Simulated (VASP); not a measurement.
# MgSi3N (Cmmm) in VASP: a series of runs

MgSi3N is run at these levels: PBE; tasks: single point.

Everything below comes from runs of VASP 6.6.1. Logs are shortened: lines on timing, memory, paths and dates and some standing lists are left out, and cuts for length are marked.

## Step 1: The cell of the first run

It takes space group Cmmm (No. 65, orthorhombic). The conventional cell has a = 5.333 Å, b = 6.279 Å, c = 4.597 Å, α = 90.00°, β = 90.00°, γ = 90.00°. Within 3.0 Å of Mg (site symmetry mmm) lie 6 Si at 2.30 to 2.79 Å. Si (site symmetry m2m) has 1 N at 1.56 Å and 1 Si at 1.58 Å within 2.1 Å. Si (site symmetry mmm) has 2 Si at 1.58 Å within 2.1 Å. N (site symmetry mmm) has 2 Si at 1.56 Å within 2.1 Å.

## Step 2: Single point, PBE, collinear spin, ferromagnetic start

Input file INCAR:

```
SYSTEM = MgSi3N
PREC = Accurate
ENCUT = 520
EDIFF = 1E-6
ISMEAR = 0
SIGMA = 0.1
LREAL = .False.
LASPH = .True.
NELM = 150
ALGO = Normal
ISIF = 2
LWAVE = .False.
LCHARG = .False.
ISPIN = 2
MAGMOM = 0 0 0 0 1
LORBIT = 11
GGA = PE
NBANDS = 22
```

Input file KPOINTS:

```
regular mesh
0
Gamma
  4 4 4
  0 0 0
```

Input file POSCAR:

```
MgSi3N
1.0
    2.6663495600     -3.1393061100      0.0000000000
    2.6663495600      3.1393061100      0.0000000000
    0.0000000000      0.0000000000      4.5969433200
Mg Si N
1 3 1
Direct
    0.0000000000      0.0000000000      0.5000000000
    0.7490191000      0.2509809000      0.0000000000
    0.2509809000      0.7490191000      0.0000000000
    0.0000000000      0.0000000000      0.0000000000
    0.5000000000      0.5000000000      0.0000000000
```

Potentials or basis: VASP PAW PBE potentials, release 64 (Mg, Si, N).

On the command line:

```console
$ cat potpaw_PBE.64/Mg/POTCAR potpaw_PBE.64/Si/POTCAR potpaw_PBE.64/N/POTCAR > POTCAR
$ mpirun -np 1 vasp_std > vasp.out
```

OUTCAR:

```text
SYSTEM = MgSi3N
   PREC = Accurate
   ENCUT = 520
   EDIFF = 1E-6
   ISMEAR = 0
   LREAL = .False.
   LASPH = .True.
   NELM = 150
   ISIF = 2
   ISPIN = 2
   LORBIT = 11
   GGA = PE

 ion  position               nearest neighbor table
   1  0.000  0.000  0.500-   4 2.30   4 2.30   2 2.79   2 2.79   3 2.79   3 2.79
   2  0.749  0.251  0.000-   5 1.56   4 1.58   3 2.67   3 2.67   1 2.79   1 2.79   4 3.09   4 3.09
                             3 3.13
   3  0.251  0.749  0.000-   5 1.56   4 1.58   2 2.67   2 2.67   1 2.79   1 2.79   4 3.09   4 3.09
                             2 3.13
   4  0.000  0.000  0.000-   2 1.58   3 1.58   1 2.30   1 2.30   2 3.09   3 3.09   2 3.09   3 3.09

   5  0.500  0.500  0.000-   2 1.56   3 1.56

  LATTYP: Found a base centered orthorhombic cell.
 ALAT       =     5.3326991200
 B/A-ratio  =     1.1773797994
 C/A-ratio  =     0.8620293807

  Lattice vectors:

 A1 = (   2.6663495600,  -3.1393061100,   0.0000000000)
 A2 = (   2.6663495600,   3.1393061100,   0.0000000000)
 A3 = (   0.0000000000,   0.0000000000,   4.5969433200)

Analysis of symmetry for initial positions (statically):
=====================================================================
 Subroutine PRICEL returns:
 Original cell was already a primitive cell.

 Routine SETGRP: Setting up the symmetry group for a
 base centered orthorhombic supercell.

 Subroutine GETGRP returns: Found  8 space group operations
 (whereof  8 operations were pure point group operations)
 out of a pool of  8 trial point group operations.

The static configuration has the point symmetry D_2h.

Analysis of symmetry for dynamics (positions and initial velocities):
=====================================================================
 Subroutine PRICEL returns:
 Original cell was already a primitive cell.

 Routine SETGRP: Setting up the symmetry group for a
 base centered orthorhombic supercell.

 Subroutine GETGRP returns: Found  8 space group operations
 (whereof  8 operations were pure point group operations)
 out of a pool of  8 trial point group operations.

The dynamic configuration has the point symmetry D_2h.

Analysis of structural, dynamic, and magnetic symmetry:
=====================================================================
 Subroutine PRICEL returns:
 Original cell was already a primitive cell.

 Routine SETGRP: Setting up the symmetry group for a
 base centered orthorhombic supercell.

[... 136 lines left out ...]
   LRPA    =     F    only Hartree local field effects (RPA)
 spin polarized calculation
 Gauss-broadening in eV      SIGMA  =   0.10
  energy-cutoff  :      520.00
  volume of cell :       76.96
 maximum number of plane-waves:      2095
 NGX is ok and might be reduce to    32
   NGX = 15   NGY = 15   NGZ = 17

 number of electron      19.0000003 magnetization       0.0000752

 number of electron      19.0000003 magnetization      -0.0000331

 Free energy of the ion-electron system (eV)
  ---------------------------------------------------
  ext. energy  EPLUGINS =         0.00000000
  ---------------------------------------------------
  free energy    TOTEN  =        -7.51128831 eV

  energy without entropy =       -7.50429962  energy(sigma->0) =       -7.50779397

 E-fermi :   6.5725     XC(G=0):  -9.5784

 val. band max:        6.5220460778   @ k =   0.5000  -0.0000   0.5000
 cond. band min:       6.6288852089   @ k =   0.5000   0.5000   0.2500
 fundamental gap:      0.1068391311
 Fermi energy:         6.5724823224

 spin component 1

 k-point     1 :       0.0000    0.0000    0.0000
  band No.  band energies     occupation
      1     -10.6952      1.00000
      2      -5.4178      1.00000
      3      -2.5786      1.00000
      4       0.1713      1.00000
      5       0.5912      1.00000
      6       1.0778      1.00000
[... 493 lines left out ...]
     20      15.2641      0.00000
     21      15.8537      0.00000
 Fermi energy:         6.5724823224

 spin component 2

 k-point     1 :       0.0000    0.0000    0.0000
  band No.  band energies     occupation
      1     -10.6953      1.00000
      2      -5.4178      1.00000
      3      -2.5787      1.00000
      4       0.1712      1.00000
      5       0.5912      1.00000
      6       1.0778      1.00000
[... 493 lines left out ...]
     20      15.2641      0.00000
     21      15.8537      0.00000
 [bands above 21 left out]

------------------------ aborting loop because EDIFF is reached ----------------------------------------

  FORCE on cell =-STRESS in cart. coord.  units (eV):
  Direction    XX          YY          ZZ          XY          YZ          ZX
  --------------------------------------------------------------------------------------
  -------------------------------------------------------------------------------------
  Total        3.9627623    112.1634844      8.3995748      0.0000000      0.0000000      0.0000000
  in kB       82.5009052   2335.1360024    174.8710788      0.0000000      0.0000000      0.0000000
  external PRESSURE =     864.1693288 kB  Pullay stress =       0.0000000 kB

 VOLUME and BASIS-vectors are now :
 -----------------------------------------------------------------------------
  energy-cutoff  :      520.00
  volume of cell :       76.96
      direct lattice vectors                 reciprocal lattice vectors
     2.666349560 -3.139306110  0.000000000     0.187522299 -0.159270865  0.000000000
     2.666349560  3.139306110  0.000000000     0.187522299  0.159270865  0.000000000
     0.000000000  0.000000000  4.596943320     0.000000000  0.000000000  0.217535856

 POSITION                                       TOTAL-FORCE (eV/Angst)
 -----------------------------------------------------------------------------------
      0.00000      0.00000      2.29847         0.000000      0.000000     -0.000000
      2.66635     -1.56349      0.00000         0.000000     28.110210     -0.000000
      2.66635      1.56349      0.00000         0.000000    -28.110210      0.000000
      0.00000      0.00000      0.00000         0.000000      0.000000     -0.000000
      2.66635      0.00000      0.00000        -0.000000      0.000000     -0.000000
 -----------------------------------------------------------------------------------
    total drift:                                0.000000     -0.000000      0.000000

  FREE ENERGIE OF THE ION-ELECTRON SYSTEM (eV)
  ---------------------------------------------------
  free  energy   TOTEN  =        -7.5112883107 eV

  energy  without entropy=       -7.5042996225  energy(sigma->0) =       -7.50779397

 total charge

# of ion       s       p       d       tot
------------------------------------------
    1        0.202   0.161   0.040   0.403
    2        0.829   1.316   0.000   2.145
    3        0.829   1.316   0.000   2.145
    4        0.969   1.525   0.000   2.494
    5        1.279   2.708   0.000   3.987
--------------------------------------------------
tot          4.108   7.026   0.040  11.174

 magnetization (x)

# of ion       s       p       d       tot
------------------------------------------
    1        0.000   0.000  -0.000   0.000
    2        0.000   0.000   0.000   0.000
    3        0.000   0.000   0.000   0.000
    4       -0.000   0.000   0.000   0.000
    5       -0.000  -0.000   0.000  -0.000
--------------------------------------------------
tot         -0.000  -0.000  -0.000  -0.000
```

stdout:

```text
POSCAR found type information on POSCAR MgSiN
 POSCAR found :  3 types and       5 ions
 scaLAPACK will be used
 LDA part: xc-table for (Slater+PW92), standard interpolation
 POSCAR, INCAR and KPOINTS ok, starting setup
 FFT: planning ... GRIDC
 FFT: planning ... GRID_SOFT
 FFT: planning ... GRID
 WAVECAR not read
 entering main loop
```

Run time: 30 s. Hardware: 1 thread of Intel Xeon 6975P-C (Granite Rapids), shared host; peak memory 0.23 GiB.

Results:

```
Free energy                                           : -7.5113 eV
Pressure                                              : 86.4 GPa
Largest force                                         : 28.110 eV/Å
Net moment                                            : 0.00 μB per cell
Valence electrons inside the program's atomic spheres : Mg 0.40; Si 2.15, 2.49; N 3.99
```

Forces in eV/Å, atoms in the order of the input:
```
Mg    0.000   0.000   0.000
Si    0.000  28.110   0.000
Si    0.000 -28.110   0.000
Si    0.000   0.000   0.000
N     0.000   0.000   0.000
```

Stress tensor (GPa, compression positive):
```
  8.25   0.00   0.00
  0.00 233.51   0.00
  0.00   0.00  17.49
```

Levels at points of the mesh, in eV from the Fermi level:
Spin up:
| k point | band 7 | band 8 | band 9 | band 10 | band 11 | band 12 |
| --- | --- | --- | --- | --- | --- | --- |
| (0.00, 0.00, 0.00) | -4.28 | -2.48 | -1.97 | 0.11 | 0.28 | 0.30 |
| (0.50, 0.00, 0.00) | -4.20 | -3.61 | -0.65 | 0.16 | 0.18 | 0.88 |
| (0.50, 0.50, 0.00) | -3.88 | -2.31 | 0.12 | 1.19 | 1.24 | 1.87 |
| (0.00, 0.00, 0.50) | -4.12 | -2.89 | -0.87 | 0.41 | 0.44 | 2.38 |
| (0.50, 0.00, 0.50) | -4.14 | -3.44 | -0.82 | -0.05 | 2.26 | 2.60 |
| (0.50, 0.50, 0.50) | -4.31 | -3.81 | -0.26 | 0.31 | 3.47 | 4.21 |
Spin down:
```
           k point  band 6  band 7  band 8  band 9  band 10  band 11  band 12  band 13
(0.00, 0.00, 0.00)   -5.49   -4.28   -2.48   -1.97     0.11     0.28     0.30     4.62
(0.50, 0.00, 0.00)   -4.54   -4.20   -3.61   -0.65     0.16     0.18     0.88     4.07
(0.50, 0.50, 0.00)   -4.37   -3.88   -2.31    0.12     1.19     1.24     1.87     2.27
(0.00, 0.00, 0.50)   -5.42   -4.12   -2.89   -0.87     0.41     0.44     2.38     3.26
(0.50, 0.00, 0.50)   -5.33   -4.14   -3.44   -0.82    -0.05     2.26     2.60     4.35
(0.50, 0.50, 0.50)   -5.30   -4.31   -3.81   -0.26     0.31     3.47     4.21     4.59
```

Caveat: the k points lie up to 0.39 Å⁻¹ apart; forces of over 1 eV/Å act on the atoms, so gaps and moduli don't describe the material at rest.

## Step 3: Single point, PBE, collinear spin, ferromagnetic start

This run uses another cell than the first one, of 20.13 Å³/atom, 1.308 times its volume.

INCAR is that of step 2.

Input file KPOINTS:

```
Automatic mesh
0
Gamma
  4 4 4
  0 0 0
```

Input file POSCAR:

```
MgSi3N
1.0
    2.3542551779     -4.1324932451      0.0000000000
    2.3542551779      4.1324932451      0.0000000000
    0.0000000000      0.0000000000      5.1737761196
Mg Si N
1 3 1
Direct
    0.0000000000      0.0000000000      0.5000000000
    0.7101311168      0.2898688832      0.0000000000
    0.2898688832      0.7101311168      0.0000000000
    0.0000000000      0.0000000000      0.0000000000
    0.5000000000      0.5000000000      0.0000000000
```

Potentials or basis: VASP PAW PBE potentials, release 64 (Mg, Si, N).

On the command line:

```console
$ cat potpaw_PBE.64/Mg/POTCAR potpaw_PBE.64/Si/POTCAR potpaw_PBE.64/N/POTCAR > POTCAR
$ mpirun -np 1 vasp_std > vasp.out
```

Wall time 39 s (1 thread of Intel Xeon 6975P-C (Granite Rapids), shared host); peak memory 0.29 GiB.

The run converged. Its results:

| Property | Result |
| --- | --- |
| Free energy | -23.8638 eV |
| Pressure | -0.1 GPa |
| Largest force | 0.046 eV/Å |
| Net moment | 0.00 μB per cell |
| Valence electrons inside the program's atomic spheres | Mg 0.33; Si 1.60; N 3.77 |

Forces in eV/Å, atoms in the order of the input:
```
Mg   0.000  0.000  0.000
Si   0.000  0.046  0.000
Si   0.000 -0.046  0.000
Si   0.000  0.000  0.000
N    0.000  0.000  0.000
```

Stress tensor (GPa, compression positive):
```
-0.17  0.00  0.00
 0.00 -0.04  0.00
 0.00  0.00 -0.22
```

Levels at points of the mesh, in eV from the Fermi level:
Spin up:
```
           k point  band 8  band 9  band 10  band 11  band 12  band 13
(0.00, 0.00, 0.00)   -4.11   -1.53    -1.04     1.93     2.68     3.49
(0.50, 0.00, 0.00)   -1.99   -0.98     0.36     0.55     1.10     1.26
(0.50, 0.50, 0.00)   -1.14   -1.09    -1.06     0.91     1.06     3.21
(0.00, 0.00, 0.50)   -4.06   -1.86     1.22     1.94     2.87     3.07
(0.50, 0.00, 0.50)   -1.67   -0.65    -0.57     0.25     2.44     2.97
(0.50, 0.50, 0.50)   -2.12   -1.05    -0.27     1.83     3.03     3.09
```
Spin down:
```tsv
k point	band 7	band 8	band 9	band 10	band 11	band 12	band 13	band 14
(0.00, 0.00, 0.00)	-4.31	-4.11	-1.53	-1.04	1.93	2.68	3.49	4.14
(0.50, 0.00, 0.00)	-2.79	-1.99	-0.98	0.36	0.55	1.10	1.26	2.34
(0.50, 0.50, 0.00)	-2.22	-1.14	-1.09	-1.06	0.91	1.06	3.21	3.38
(0.00, 0.00, 0.50)	-4.13	-4.06	-1.86	1.22	1.94	2.87	3.07	3.56
(0.50, 0.00, 0.50)	-3.31	-1.67	-0.65	-0.57	0.25	2.44	2.97	4.14
(0.50, 0.50, 0.50)	-3.33	-2.12	-1.05	-0.27	1.83	3.03	3.09	3.46
```

Caveat: the k points lie up to 0.38 Å⁻¹ apart.
